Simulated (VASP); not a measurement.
# Ga2SeS3 (P3m1) in VASP: a series of runs

Ga2SeS3 is run at these levels: PBE; tasks: single point, relaxation of cell and atoms.

All numbers are computed with VASP 6.6.1; they aren't measurements. Logs are shortened: lines on timing, memory, paths and dates and some standing lists are left out, and cuts for length are marked.

### Step 1. The cell of the first run

Symmetry: P3m1, No. 156, trigonal system. The conventional cell has a = 3.601 Å, b = 3.601 Å, c = 14.770 Å, α = 90.00°, β = 90.00°, γ = 120.00°. Ga (site symmetry 3m) has 3 S at 2.35 Å and 1 Ga at 2.47 Å within 3.1 Å. Ga (site symmetry 3m) has 3 S at 2.35 Å and 1 Ga at 2.47 Å within 3.1 Å. Se (site symmetry 3m) has 1 S at 2.04 Å within 2.7 Å. S (site symmetry 3m) has 1 Se at 2.04 Å within 2.7 Å. S (site symmetry 3m) has 3 Ga at 2.35 Å within 3.1 Å. S (site symmetry 3m) has 3 Ga at 2.35 Å within 3.1 Å.

### Step 2. Single point, PBE

INCAR

```
PREC = Accurate
ENCUT = 520
EDIFF = 1E-6
ISMEAR = 0
SIGMA = 0.15
LREAL = F
LASPH = T
NELM = 60
ALGO = Normal
ISIF = 2
LWAVE = F
LCHARG = T
GGA = PE
LELF = T
LVHAR = T
NBANDS = 34
```

KPOINTS

```
Automatic mesh
0
Gamma
  4 4 1
```

POSCAR

```
Ga2SeS3
1.0
    3.6011187453      0.0000000000      0.0000000000
   -1.8005593726      3.1186603155      0.0000000000
    0.0000000000      0.0000000000     14.7697833332
Ga Se S
2 1 3
Direct
    0.3333333333      0.6666666667      0.1167573816
    0.3333333333      0.6666666667      0.2838420194
    0.0000000000      0.0000000000      0.6339941923
    0.0000000000      0.0000000000      0.7722216017
    0.6666666667      0.3333333333      0.0429699264
    0.6666666667      0.3333333333      0.3582148786
```

Potentials or basis: VASP PAW PBE potentials, release 64 (Ga_d, Se, S).

Launch:

```console
$ cat potpaw_PBE.64/Ga_d/POTCAR potpaw_PBE.64/Se/POTCAR potpaw_PBE.64/S/POTCAR > POTCAR
$ mpirun -np 1 vasp_std > vasp.out
```

OUTCAR:

```text
PREC = Accurate
   ENCUT = 520
   EDIFF = 1E-6
   ISMEAR = 0
   LREAL = F
   LASPH = T
   NELM = 60
   ISIF = 2
   GGA = PE

 ion  position               nearest neighbor table
   1  0.333  0.667  0.117-   5 2.35   5 2.35   5 2.35   2 2.47
   2  0.333  0.667  0.284-   6 2.35   6 2.35   6 2.35   1 2.47
   3  0.000  0.000  0.634-   4 2.04
   4  0.000  0.000  0.772-   3 2.04
   5  0.667  0.333  0.043-   1 2.35   1 2.35   1 2.35
   6  0.667  0.333  0.358-   2 2.35   2 2.35   2 2.35

  LATTYP: Found a hexagonal cell.
 ALAT       =     3.6011187453
 C/A-ratio  =     4.1014430175

  Lattice vectors:

 A1 = (   3.6011187453,   0.0000000000,   0.0000000000)
 A2 = (  -1.8005593726,   3.1186603155,   0.0000000000)
 A3 = (   0.0000000000,   0.0000000000,  14.7697833332)

Analysis of symmetry for initial positions (statically):
=====================================================================
 Subroutine PRICEL returns:
 Original cell was already a primitive cell.

 Routine SETGRP: Setting up the symmetry group for a
 hexagonal supercell.

 Subroutine GETGRP returns: Found  6 space group operations
 (whereof  6 operations were pure point group operations)
 out of a pool of 24 trial point group operations.

The static configuration has the point symmetry C_3v.

Analysis of symmetry for dynamics (positions and initial velocities):
=====================================================================
 Subroutine PRICEL returns:
 Original cell was already a primitive cell.

 Routine SETGRP: Setting up the symmetry group for a
 hexagonal supercell.

 Subroutine GETGRP returns: Found  6 space group operations
 (whereof  6 operations were pure point group operations)
 out of a pool of 24 trial point group operations.

The dynamic configuration has the point symmetry C_3v.

 Subroutine INISYM returns: Found  6 space group operations
 (whereof  6 operations are pure point group operations),
 and found     1 'primitive' translations

----------------------------------------------------------------------------------------

                                     Primitive cell

  volume of cell :     165.8745

  direct lattice vectors                    reciprocal lattice vectors
     3.601118745  0.000000000  0.000000000     0.277691482  0.160325252  0.000000000
    -1.800559373  3.118660316  0.000000000     0.000000000  0.320650503  0.000000000
     0.000000000  0.000000000 14.769783333     0.000000000  0.000000000  0.067705800

  length of vectors
[... 73 lines left out ...]
   IBRION =     -1    ionic relax: 0-MD 1-quasi-New 2-CG
   NFREE  =      0    steps in history (QN), initial steepest desc. (CG)
   ISIF   =      2    stress and relaxation
   ISYM   =      2    0-nonsym 1-usesym 2-fastsym
   POTIM  = 0.5000    time-step for ionic-motion
   TEBEG  =    0.0;   TEEND  =   0.0 temperature during run
   PSTRESS=    0.0 pullay stress
   NELECT =      50.0000    total number of electrons
   NUPDOWN=      -1.0000    fix difference up-down
   EMIN   =  10.00;   EMAX   =-10.00  energy-range for DOS
   EFERMI =   0.00;   METHOD = LEGACY
   ISMEAR =     0;   SIGMA  =   0.15  broadening in eV -4-tet -1-fermi 0-gaus
   EFERMI_NEDOS =   21; number of points for ismear=-14 and -15
   IALGO  =     38    algorithm
   IMIX   =      4    mixing-type and parameters
     AMIX     =   0.40;   BMIX     =  1.00
     AMIX_MAG =   1.60;   BMIX_MAG =  1.00
  volume/ion in A,a.u.               =      27.65       186.56
  Fermi-wavevector in a.u.,A,eV,Ry     =   1.097670  2.074295 16.393367  1.204878
  Thomas-Fermi vector in A             =   2.234034
   LORBIT       =      0    0 simple, 1 ext, 2 COOP (PROOUT), +10 PAW based schemes
   GGA     = PE    functional components
   LHFCALC =     F    Hartree Fock is set to
   AEXX    =    0.0000 exact exchange contribution
   IVDW    =     0    specifies the selected vdW correction
   LEPSILON=     F    determine dielectric tensor
   LRPA    =     F    only Hartree local field effects (RPA)
 non-spin polarized calculation
 Gauss-broadening in eV      SIGMA  =   0.15
  energy-cutoff  :      520.00
  volume of cell :      165.87
 maximum number of plane-waves:      4507
 NGX is ok and might be reduce to    28
   NGX = 13   NGY = 13   NGZ = 55

 number of electron      50.0000005 magnetization

 Free energy of the ion-electron system (eV)
  ---------------------------------------------------
  ext. energy  EPLUGINS =         0.00000000
  ---------------------------------------------------
  free energy    TOTEN  =       -23.50343700 eV

  energy without entropy =      -23.46684047  energy(sigma->0) =      -23.48513874

 E-fermi :   2.2946     XC(G=0):  -8.2219

 val. band max:        2.1441053821   @ k =   0.2500  -0.0000   0.0000
 cond. band min:       2.3678716833   @ k =   0.2500   0.2500   0.0000
 fundamental gap:      0.2237663011
 Fermi energy:         2.2945521132

 k-point     1 :       0.0000    0.0000    0.0000
  band No.  band energies     occupation
      1     -13.2502      2.00000
      2     -13.1332      2.00000
      3     -13.1332      2.00000
      4     -13.0797      2.00000
      5     -13.0797      2.00000
      6     -13.0505      2.00000
[... 137 lines left out ...]
     33       8.7056      0.00000
     34       8.9186      0.00000

------------------------ aborting loop because EDIFF is reached ----------------------------------------

  FORCE on cell =-STRESS in cart. coord.  units (eV):
  Direction    XX          YY          ZZ          XY          YZ          ZX
  --------------------------------------------------------------------------------------
  -------------------------------------------------------------------------------------
  Total       -0.0385043     -0.0385043      0.2078743     -0.0000000      0.0000000     -0.0000000
  in kB       -0.3719119     -0.3719119      2.0078518     -0.0000000      0.0000000     -0.0000000
  external PRESSURE =       0.4213427 kB  Pullay stress =       0.0000000 kB

 VOLUME and BASIS-vectors are now :
 -----------------------------------------------------------------------------
  energy-cutoff  :      520.00
  volume of cell :      165.87
      direct lattice vectors                 reciprocal lattice vectors
     3.601118745  0.000000000  0.000000000     0.277691482  0.160325252  0.000000000
    -1.800559373  3.118660316  0.000000000     0.000000000  0.320650503  0.000000000
     0.000000000  0.000000000 14.769783333     0.000000000  0.000000000  0.067705800

 POSITION                                       TOTAL-FORCE (eV/Angst)
 -----------------------------------------------------------------------------------
     -0.00000      2.07911      1.72448        -0.000000      0.000000      0.003843
     -0.00000      2.07911      4.19229         0.000000      0.000000     -0.000885
      0.00000      0.00000      9.36396         0.000000      0.000000     -0.026455
      0.00000      0.00000     11.40555         0.000000      0.000000      0.024226
      1.80056      1.03955      0.63466         0.000000     -0.000000     -0.022523
      1.80056      1.03955      5.29076         0.000000      0.000000      0.021793
 -----------------------------------------------------------------------------------
    total drift:                                0.000007     -0.000004      0.001105

  FREE ENERGIE OF THE ION-ELECTRON SYSTEM (eV)
  ---------------------------------------------------
  free  energy   TOTEN  =       -23.5034370038 eV

  energy  without entropy=      -23.4668404747  energy(sigma->0) =      -23.48513874
```

It took 65 s on 1 thread of Intel Xeon 8259CL, shared host; peak memory 0.28 GiB.

Results:

| Quantity | Value |
| --- | --- |
| Free energy | -23.5034 eV |
| Pressure | 0.0 GPa |
| Largest force | 0.026 eV/Å |
| Band gap on the k mesh | zero (bands 25 and 26 overlap by 1.11 eV) |

Forces on the atoms (eV/Å):
```
Ga   0.000  0.000  0.004
Ga   0.000  0.000 -0.001
Se   0.000  0.000 -0.026
S    0.000  0.000  0.024
S    0.000  0.000 -0.023
S    0.000  0.000  0.022
```

Caveat: the k points lie up to 0.50 Å⁻¹ apart, too coarse for converged energies and pressures of a metal; this functional lacks dispersion, which binds layers or chains, so the pressure and a relaxed spacing across them are unreliable.

### Step 3. Single point, PBE

This run uses another cell than the first one, of 27.15 Å³/atom.

INCAR

```
PREC = Accurate ; ENCUT = 520
EDIFF = 1E-6 ; ISMEAR = 0
SIGMA = 0.1 ; LREAL = F
LASPH = T ; NELM = 60
ALGO = Normal ; ISIF = 2
LWAVE = F ; LCHARG = T
GGA = PE ; LELF = T
LVHAR = T ; NBANDS = 34
```

KPOINTS

```
Automatic mesh
0
Gamma
  12 12 2
```

POSCAR

```
Ga2SeS3
1.0
    3.5687126842      0.0000000000      0.0000000000
   -1.7843563421      3.0905958434      0.0000000000
    0.0000000000      0.0000000000     14.7703114568
Ga Se S
2 1 3
Direct
    0.3333333333      0.6666666667      0.1169519434
    0.3333333333      0.6666666667      0.2841117602
    0.0000000000      0.0000000000      0.6334764542
    0.0000000000      0.0000000000      0.7718207971
    0.6666666667      0.3333333333      0.0419578455
    0.6666666667      0.3333333333      0.3596811996
```

Potentials or basis: VASP PAW PBE potentials, release 64 (Ga_d, Se, S).

Launch:

```console
$ cat potpaw_PBE.64/Ga_d/POTCAR potpaw_PBE.64/Se/POTCAR potpaw_PBE.64/S/POTCAR > POTCAR
$ mpirun -np 1 vasp_std > vasp.out
```

OUTCAR:

```text
PREC = Accurate
   ENCUT = 520
   EDIFF = 1E-6
   ISMEAR = 0
   LREAL = F
   LASPH = T
   NELM = 60
   ISIF = 2
   GGA = PE

 ion  position               nearest neighbor table
   1  0.333  0.667  0.117-   5 2.34   5 2.34   5 2.34   2 2.47
   2  0.333  0.667  0.284-   6 2.34   6 2.34   6 2.34   1 2.47
   3  0.000  0.000  0.633-   4 2.04
   4  0.000  0.000  0.772-   3 2.04
   5  0.667  0.333  0.042-   1 2.34   1 2.34   1 2.34
   6  0.667  0.333  0.360-   2 2.34   2 2.34   2 2.34

  LATTYP: Found a hexagonal cell.
[... 1094 lines left out ...]
  -------------------------------------------------------------------------------------
  Total       -0.0357856     -0.0357856     -0.0594547      0.0000000     -0.0000000      0.0000000
  in kB       -0.3519451     -0.3519451     -0.5847269      0.0000000     -0.0000000      0.0000000
  external PRESSURE =      -0.4295391 kB  Pullay stress =       0.0000000 kB

 VOLUME and BASIS-vectors are now :
 -----------------------------------------------------------------------------
  energy-cutoff  :      520.00
  volume of cell :      162.91
      direct lattice vectors                 reciprocal lattice vectors
     3.568712684  0.000000000  0.000000000     0.280213088  0.161781102  0.000000000
    -1.784356342  3.090595843  0.000000000     0.000000000  0.323562203  0.000000000
     0.000000000  0.000000000 14.770311457     0.000000000  0.000000000  0.067703379

 POSITION                                       TOTAL-FORCE (eV/Angst)
 -----------------------------------------------------------------------------------
     -0.00000      2.06040      1.72742         0.000000      0.000000      0.002574
     -0.00000      2.06040      4.19642         0.000000     -0.000000     -0.002427
      0.00000      0.00000      9.35664        -0.000000      0.000000      0.030817
      0.00000      0.00000     11.40003        -0.000000      0.000000     -0.031422
      1.78436      1.03020      0.61973        -0.000000      0.000000     -0.006429
      1.78436      1.03020      5.31260        -0.000000      0.000000      0.006887
 -----------------------------------------------------------------------------------
    total drift:                                0.000006     -0.000003      0.000109

  FREE ENERGIE OF THE ION-ELECTRON SYSTEM (eV)
  ---------------------------------------------------
  free  energy   TOTEN  =       -23.7273384230 eV

  energy  without entropy=      -23.7191608089  energy(sigma->0) =      -23.72324962
```

stdout:

```text
POSCAR found type information on POSCAR GaSeS
 POSCAR found :  3 types and       6 ions
 scaLAPACK will be used
 LDA part: xc-table for (Slater+PW92), standard interpolation
 POSCAR, INCAR and KPOINTS ok, starting setup
 FFT: planning ... GRIDC
 FFT: planning ... GRID_SOFT
 FFT: planning ... GRID
 WAVECAR not read
 entering main loop
```

Wall time 7.9 min (1 thread of Intel Xeon 8259CL, shared host); peak memory 0.4 GiB.

What came out:

```
Free energy            : -23.7273 eV
Pressure               : 0.0 GPa
Largest force          : 0.031 eV/Å
Band gap on the k mesh : zero (bands 25 and 26 overlap by 2.17 eV)
```

Forces in eV/Å, atoms in the order of the input:
```
Ga   0.000  0.000  0.003
Ga   0.000  0.000 -0.002
Se   0.000  0.000  0.031
S    0.000  0.000 -0.031
S    0.000  0.000 -0.006
S    0.000  0.000  0.007
```

Caveat: this functional lacks dispersion, which binds layers or chains, so the pressure and a relaxed spacing across them are unreliable.

(Part 1 of 2 ends here.)

The gap in the log of VASP goes by the Fermi energy; the results here count the filled bands.